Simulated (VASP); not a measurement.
# Pd (Fd-3m) in VASP: a series of runs

Runs on Pd. Level: PBEsol. Tasks: single point, relaxation of cell and atoms.

All numbers are computed with VASP 6.6.1; they aren't measurements. Logs are shortened: lines on timing, memory, paths and dates and some standing lists are left out, and cuts for length are marked.

**1. The cell of the first run**

It takes space group Fd-3m (No. 227, cubic). Conventional cell: a = 5.906 Å, b = 5.906 Å, c = 5.906 Å, α = 90.00°, β = 90.00°, γ = 90.00°. Within 3.4 Å of Pd (site symmetry -43m) lie 4 Pd at 2.56 Å.

This isn't the form of Pd at room conditions, which is fcc.

**2. Single point, PBEsol, collinear spin (25.75 Å³/atom)**

Contents of INCAR:

```
  ALGO = Normal
  EDIFF = 1E-6
  ENCUT = 520
  GGA = PS
  ISIF = 2
  ISMEAR = -1
  ISPIN = 2
  LASPH = T
  LCHARG = T
  LELF = T
  LMAXMIX = 4
  LORBIT = 11
  LREAL = F
  LVHAR = T
  LWAVE = F
  MAGMOM = -0.467 -0.467
  NBANDS = 21
  NELM = 150
  PREC = Accurate
  SIGMA = 0.05
```

Contents of KPOINTS:

```
k-points
0
Gamma
  11 11 11
```

Contents of POSCAR:

```
Pd
1.0
    0.0000000000      2.9530681823      2.9530681823
    2.9530681823      0.0000000000      2.9530681823
    2.9530681823      2.9530681823      0.0000000000
Pd
2
Direct
    0.1250000000      0.1250000000      0.1250000000
    0.8750000000      0.8750000000      0.8750000000
```

Potentials or basis: VASP PAW PBE potentials, release 64 (Pd).

The run is started by

```console
> cat potpaw_PBE.64/Pd/POTCAR > POTCAR
> mpirun -np 1 vasp_std > vasp.out
```

OUTCAR:

```text
EDIFF = 1E-6
   ENCUT = 520
   GGA = PS
   ISIF = 2
   ISMEAR = -1
   ISPIN = 2
   LASPH = T
   LORBIT = 11
   LREAL = F
   NELM = 150
   PREC = Accurate

 ion  position               nearest neighbor table
   1  0.125  0.125  0.125-   2 2.56   2 2.56   2 2.56   2 2.56
   2  0.875  0.875  0.875-   1 2.56   1 2.56   1 2.56   1 2.56

  LATTYP: Found a face centered cubic cell.
 ALAT       =     5.9061363646

  Lattice vectors:

 A1 = (   0.0000000000,   2.9530681823,   2.9530681823)
 A2 = (   2.9530681823,   0.0000000000,   2.9530681823)
 A3 = (   2.9530681823,   2.9530681823,   0.0000000000)

Analysis of symmetry for initial positions (statically):
=====================================================================
 Subroutine PRICEL returns:
 Original cell was already a primitive cell.

 Routine SETGRP: Setting up the symmetry group for a
 face centered cubic supercell.

 Subroutine GETGRP returns: Found 48 space group operations
 (whereof 12 operations were pure point group operations)
 out of a pool of 48 trial point group operations.

The static configuration has the point symmetry D_3d.
 The point group associated with its full space group is O_h .

Analysis of symmetry for dynamics (positions and initial velocities):
=====================================================================
 Subroutine PRICEL returns:
 Original cell was already a primitive cell.

 Routine SETGRP: Setting up the symmetry group for a
 face centered cubic supercell.

 Subroutine GETGRP returns: Found 48 space group operations
 (whereof 12 operations were pure point group operations)
 out of a pool of 48 trial point group operations.

The dynamic configuration has the point symmetry D_3d.
 The point group associated with its full space group is O_h .

Analysis of structural, dynamic, and magnetic symmetry:
=====================================================================
 Subroutine PRICEL returns:
 Original cell was already a primitive cell.

 Routine SETGRP: Setting up the symmetry group for a
 face centered cubic supercell.

 Subroutine GETGRP returns: Found 48 space group operations
 (whereof 12 operations were pure point group operations)
 out of a pool of 48 trial point group operations.

The overall configuration has the point symmetry D_3d.
 The point group associated with its full space group is O_h .

 Subroutine INISYM returns: Found 48 space group operations
 (whereof 12 operations are pure point group operations),
 and found     1 'primitive' translations

----------------------------------------------------------------------------------------

                                     Primitive cell

  volume of cell :      51.5051

  direct lattice vectors                    reciprocal lattice vectors
     0.000000000  2.953068182  2.953068182    -0.169315427  0.169315427  0.169315427
     2.953068182  0.000000000  2.953068182     0.169315427 -0.169315427  0.169315427
     2.953068182  2.953068182  0.000000000     0.169315427  0.169315427 -0.169315427

  length of vectors
     4.176269074  4.176269074  4.176269074     0.293262922  0.293262922  0.293262922

  position of ions in fractional coordinates (direct lattice)
     0.125000000  0.125000000  0.125000000
     0.875000000  0.875000000  0.875000000

  ion indices of the primitive-cell ions
   primitive index   ion index
                 1           1
                 2           2

----------------------------------------------------------------------------------------

 KPOINTS: k-points

Automatic generation of k-mesh.
 Grid dimensions read from file:
 generate k-points for:   11   11   11

 Generating k-lattice:

  Cartesian coordinates                     Fractional coordinates (reciprocal lattice)
    -0.015392312  0.015392312  0.015392312     0.090909091  0.000000000  0.000000000
     0.015392312 -0.015392312  0.015392312     0.000000000  0.090909091  0.000000000
     0.015392312  0.015392312 -0.015392312     0.000000000  0.000000000  0.090909091

  Length of vectors
     0.026660266  0.026660266  0.026660266

  Shift w.r.t. Gamma in fractional coordinates (k-lattice)
     0.000000000  0.000000000  0.000000000

 Subroutine IBZKPT returns following result:
 ===========================================

 Found     56 irreducible k-points:

 Following reciprocal coordinates:
            Coordinates               Weight
  0.000000  0.000000  0.000000      1.000000
  0.090909  0.000000  0.000000      8.000000
  0.181818  0.000000  0.000000      8.000000
  0.272727  0.000000  0.000000      8.000000
  0.363636  0.000000  0.000000      8.000000
  0.454545  0.000000  0.000000      8.000000
[... 16 lines left out ...]
 -0.272727  0.181818  0.000000     24.000000
 -0.181818  0.181818  0.000000     12.000000
 [... further k-points ...]
   k-points           NKPTS =     56   k-points in BZ     NKDIM =     56   number of bands    NBANDS=     21
   number of dos      NEDOS =    301   number of ions     NIONS =      2
   total plane-waves  NPLWV =  32768
   dimension x,y,z NGX =    32 NGY =   32 NGZ =   32
   dimension x,y,z NGXF=    64 NGYF=   64 NGZF=   64
   ions per type =               2
   NGX,Y,Z   is equivalent  to a cutoff of  12.74, 12.74, 12.74 a.u.
   NGXF,Y,Z  is equivalent  to a cutoff of  25.48, 25.48, 25.48 a.u.
 SYSTEM =  unknown system
   PREC   = accura    normal or accurate (medium, high low for compatibility)
   ISTART =      0    job   : 0-new  1-cont  2-samecut
   ICHARG =      2    charge: 1-file 2-atom 10-const
   ISPIN  =      2    spin polarized calculation?
   LNONCOLLINEAR =      F non collinear calculations
   LSORBIT =      F    spin-orbit coupling
   LASPH  =      T    aspherical Exc in radial PAW
   ENCUT  =  520.0 eV  38.22 Ry    6.18 a.u.   7.77  7.77  7.77*2*pi/ulx,y,z
   NELM   =    150;   NELMIN=  2; NELMDL= -5     # of ELM steps
   EDIFF  = 0.1E-05   stopping-criterion for ELM
   LREAL  =      F    real-space projection
   EDIFFG = 0.1E-04   stopping-criterion for IOM
   NSW    =      0    number of steps for IOM
   IBRION =     -1    ionic relax: 0-MD 1-quasi-New 2-CG
   NFREE  =      0    steps in history (QN), initial steepest desc. (CG)
   ISIF   =      2    stress and relaxation
   ISYM   =      2    0-nonsym 1-usesym 2-fastsym
   POTIM  = 0.5000    time-step for ionic-motion
   TEBEG  =    0.0;   TEEND  =   0.0 temperature during run
   PSTRESS=    0.0 pullay stress
   NELECT =      20.0000    total number of electrons
   NUPDOWN=      -1.0000    fix difference up-down
   EMIN   =  10.00;   EMAX   =-10.00  energy-range for DOS
   EFERMI =   0.00;   METHOD = LEGACY
   ISMEAR =    -1;   SIGMA  =   0.05  broadening in eV -4-tet -1-fermi 0-gaus
   EFERMI_NEDOS =   21; number of points for ismear=-14 and -15
   IALGO  =     38    algorithm
   IMIX   =      4    mixing-type and parameters
     AMIX     =   0.40;   BMIX     =  1.00
     AMIX_MAG =   1.60;   BMIX_MAG =  1.00
  volume/ion in A,a.u.               =      25.75       173.79
  Fermi-wavevector in a.u.,A,eV,Ry     =   1.194358  2.257010 19.408604  1.426492
  Thomas-Fermi vector in A             =   2.330350
   LORBIT       =     11    0 simple, 1 ext, 2 COOP (PROOUT), +10 PAW based schemes
   GGA     = PS    functional components
   LHFCALC =     F    Hartree Fock is set to
   AEXX    =    0.0000 exact exchange contribution
   IVDW    =     0    specifies the selected vdW correction
   LEPSILON=     F    determine dielectric tensor
   LRPA    =     F    only Hartree local field effects (RPA)
 spin polarized calculation
  energy-cutoff  :      520.00
  volume of cell :       51.51
 maximum number of plane-waves:      1411
   NGX = 15   NGY = 15   NGZ = 15

 number of electron      20.0000005 magnetization      -0.9414525

 Free energy of the ion-electron system (eV)
  ---------------------------------------------------
  ext. energy  EPLUGINS =         0.00000000
  ---------------------------------------------------
  free energy    TOTEN  =        -9.12833570 eV

  energy without entropy =       -9.08891033  energy(sigma->0) =       -9.10862301

 E-fermi :   3.2716     XC(G=0):  -9.8766

 val. band max:        3.2637247435   @ k =  -0.4545   0.3636   0.0000
 cond. band min:       3.2792974098   @ k =  -0.4545   0.4545   0.0909
 fundamental gap:      0.0155726663
 Fermi energy:         3.2716005076

 spin component 1

 k-point     1 :       0.0000    0.0000    0.0000
  band No.  band energies     occupation
      1      -1.0178      1.00000
      2       0.3163      1.00000
      3       0.3163      1.00000
      4       0.4087      1.00000
      5       0.4087      1.00000
      6       0.4087      1.00000
[... 13 lines left out ...]
     20      17.0176      0.00000
     21      17.0176      0.00000
[... 529 lines left out ...]
 k-point    24 :      -0.1818    0.1818    0.0000
  band No.  band energies     occupation
      1      -0.0553      1.00000
      2       0.0119      1.00000
      3       0.3778      1.00000
      4       0.3842      1.00000
      5       0.6209      1.00000
      6       0.9860      1.00000
[... 13 lines left out ...]
     20      18.8519      0.00000
     21      21.1338      0.00000

 [... further k-points ...]

 spin component 2

 k-point     1 :       0.0000    0.0000    0.0000
  band No.  band energies     occupation
      1      -1.0755      1.00000
      2       0.0452      1.00000
      3       0.0452      1.00000
      4       0.1114      1.00000
      5       0.1114      1.00000
      6       0.1114      1.00000
[... 13 lines left out ...]
     20      16.9769      0.00000
     21      16.9769      0.00000
[... 529 lines left out ...]
 k-point    24 :      -0.1818    0.1818    0.0000
  band No.  band energies     occupation
      1      -0.2716      1.00000
      2      -0.2134      1.00000
      3       0.1030      1.00000
      4       0.1450      1.00000
      5       0.3321      1.00000
      6       0.6960      1.00000
[... 13 lines left out ...]
     20      18.7772      0.00000
     21      21.0675      0.00000

 [... further k-points ...]

------------------------ aborting loop because EDIFF is reached ----------------------------------------

  FORCE on cell =-STRESS in cart. coord.  units (eV):
  Direction    XX          YY          ZZ          XY          YZ          ZX
  --------------------------------------------------------------------------------------
  -------------------------------------------------------------------------------------
  Total       -2.2993275     -2.2993275     -2.2993275     -0.0000000      0.0000000     -0.0000000
  in kB      -71.5255142    -71.5255142    -71.5255142     -0.0000000      0.0000000     -0.0000000
  external PRESSURE =     -71.5255142 kB  Pullay stress =       0.0000000 kB

 VOLUME and BASIS-vectors are now :
 -----------------------------------------------------------------------------
  energy-cutoff  :      520.00
  volume of cell :       51.51
      direct lattice vectors                 reciprocal lattice vectors
     0.000000000  2.953068182  2.953068182    -0.169315427  0.169315427  0.169315427
     2.953068182  0.000000000  2.953068182     0.169315427 -0.169315427  0.169315427
     2.953068182  2.953068182  0.000000000     0.169315427  0.169315427 -0.169315427

 POSITION                                       TOTAL-FORCE (eV/Angst)
 -----------------------------------------------------------------------------------
      0.73827      0.73827      0.73827         0.000000      0.000000      0.000000
      5.16787      5.16787      5.16787        -0.000000     -0.000000     -0.000000
 -----------------------------------------------------------------------------------
    total drift:                                0.000000      0.000000     -0.000000

  FREE ENERGIE OF THE ION-ELECTRON SYSTEM (eV)
  ---------------------------------------------------
  free  energy   TOTEN  =        -9.1283356955 eV

  energy  without entropy=       -9.0889103331  energy(sigma->0) =       -9.10862301

 total charge

# of ion       s       p       d       tot
------------------------------------------
    1        0.463   0.263   8.487   9.212
    2        0.463   0.263   8.487   9.212
--------------------------------------------------
tot          0.925   0.525  16.974  18.425

 magnetization (x)

# of ion       s       p       d       tot
------------------------------------------
    1        0.004   0.001  -0.467  -0.462
    2        0.004   0.001  -0.467  -0.462
--------------------------------------------------
tot          0.008   0.002  -0.934  -0.924
```

It took 100 s on 1 thread of Intel Xeon Platinum 8259CL at 2.50GHz (Skylake/Cascade Lake), shared host; peak memory 0.25 GiB.

Results:

| Item | Value |
| --- | --- |
| Free energy | -9.1283 eV |
| Pressure | -7.2 GPa |
| Net moment | -0.94 μB per cell |
| Site moments | Pd -0.46 μB |
| Valence electrons inside the program's atomic spheres | Pd 9.21 |

Caveat: the cell stands under tension; the PAW data sets were made with another functional, which shifts forces and pressure a little.

**3. Relaxation of cell and atoms, PBEsol, collinear spin**

This run uses another cell than the first one, of 19.86 Å³/atom.

Contents of INCAR:

```
SYSTEM = Pd
  PREC = Accurate
  ENCUT = 600
  EDIFF = 1E-6
  ISMEAR = -1
  SIGMA = 0.05
  LREAL = .FALSE.
  LASPH = .TRUE.
  NELM = 150
  ALGO = Normal
  ISIF = 3
  LWAVE = .FALSE.
  LCHARG = .FALSE.
  ISPIN = 2
  MAGMOM = 0.5 -0.5
  LORBIT = 11
  LMAXMIX = 4
  GGA = PS
  IBRION = 2
  NSW = 80
  EDIFFG = -0.01
```

Contents of KPOINTS:

```
regular mesh
0
G
  10 10 10
  0 0 0
```

Contents of POSCAR:

```
Pd
1.0
    0.0000000000      2.7082278367      2.7082278367
    2.7082278367      0.0000000000      2.7082278367
    2.7082278367      2.7082278367      0.0000000000
Pd
2
Direct
    0.1250000000      0.1250000000      0.1250000000
    0.8750000000      0.8750000000      0.8750000000
```

Potentials or basis: VASP PAW PBE potentials, release 64 (Pd).

The run is started by

```console
> cat potpaw_PBE.64/Pd/POTCAR > POTCAR
> mpirun -np 1 vasp_std > vasp.out
```

Run time: 6.8 min. Hardware: 1 thread of Intel Xeon Platinum 8259CL at 2.50GHz (Skylake/Cascade Lake), shared host; peak memory 0.24 GiB.

Results (log left out):

| Item | Value |
| --- | --- |
| Free energy | -9.2560 eV |
| Relaxed volume | 22.83 Å³/atom |
| Relaxed cell | a = 4.012 Å, b = 4.012 Å, c = 4.012 Å, α = 60.00°, β = 60.00°, γ = 60.00° |
| Space group after relaxing (to 0.1 Å) | Fd-3m (No. 227) |
| Energy gained by relaxing | 136.3 meV/atom |
| Ionic steps | 18 |
| Pressure after relaxing | 0.0 GPa |
| Band gap on the k mesh | zero (filled and empty bands overlap) |
| Net moment | 0.00 μB per cell |
| Valence electrons inside the program's atomic spheres | Pd 9.37 |

The path:
```tsv
step	energy change (eV)	largest force (eV/Å)	pressure (GPa)	volume (Å³)
1	0.0000	0.0000	17.00	39.73
2	-0.0447	0.0000	-8.35	53.12
3	-0.2724	0.0000	-0.30	45.83
4	-0.2726	0.0000	-0.08	45.70
5	-0.2725	0.0000	0.15	45.58
6	-0.2725	0.0000	0.14	45.58
7	-0.2725	0.0000	0.14	45.58
8	-0.2725	0.0000	0.14	45.58
9	-0.2725	0.0000	0.14	45.58
10	-0.2725	0.0000	0.14	45.58
11	-0.2725	0.0000	0.14	45.58
12	-0.2725	0.0000	0.13	45.58
13	-0.2725	0.0000	0.13	45.58
14	-0.2725	0.0000	0.11	45.59
15	-0.2725	0.0000	0.12	45.59
16	-0.2725	0.0000	0.10	45.60
17	-0.2726	0.0000	0.08	45.62
18	-0.2726	0.0000	0.00	45.65
```

Final structure:
```yaml
crystal:
  lattice:
    - [0.00000, 2.83673, 2.83673]
    - [2.83673, 0.00000, 2.83673]
    - [2.83673, 2.83673, 0.00000]
  atoms:
    - { symbol: Pd, position: [0.12500, 0.12500, 0.12500] }
    - { symbol: Pd, position: [0.87500, 0.87500, 0.87500] }
```

Levels at points of the mesh, in eV from the Fermi level:
Spin up:
```tsv
k point	band 8	band 9	band 10	band 11	band 12	band 13
(0.00, 0.00, 0.00)	-1.45	-1.45	-0.15	-0.15	12.05	12.05
(0.50, 0.00, 0.00)	-1.09	-0.35	-0.35	-0.23	1.35	8.77
(0.50, 0.50, 0.00)	-1.97	-0.15	-0.15	1.97	1.97	4.83
```
Spin down:
| k point | band 6 | band 7 | band 8 | band 9 | band 10 | band 11 | band 12 | band 13 | band 14 |
| --- | --- | --- | --- | --- | --- | --- | --- | --- | --- |
| (0.00, 0.00, 0.00) | -3.49 | -1.45 | -1.45 | -1.45 | -0.15 | -0.15 | 12.05 | 12.05 | 12.05 |
| (0.50, 0.00, 0.00) | -3.26 | -1.09 | -1.09 | -0.35 | -0.35 | -0.23 | 1.35 | 8.77 | 8.77 |
| (0.50, 0.50, 0.00) | -2.06 | -1.97 | -1.97 | -0.15 | -0.15 | 1.97 | 1.97 | 4.83 | 4.83 |

Caveat: the PAW data sets were made with another functional, which shifts forces and pressure a little.

[end of part 1 of 2]
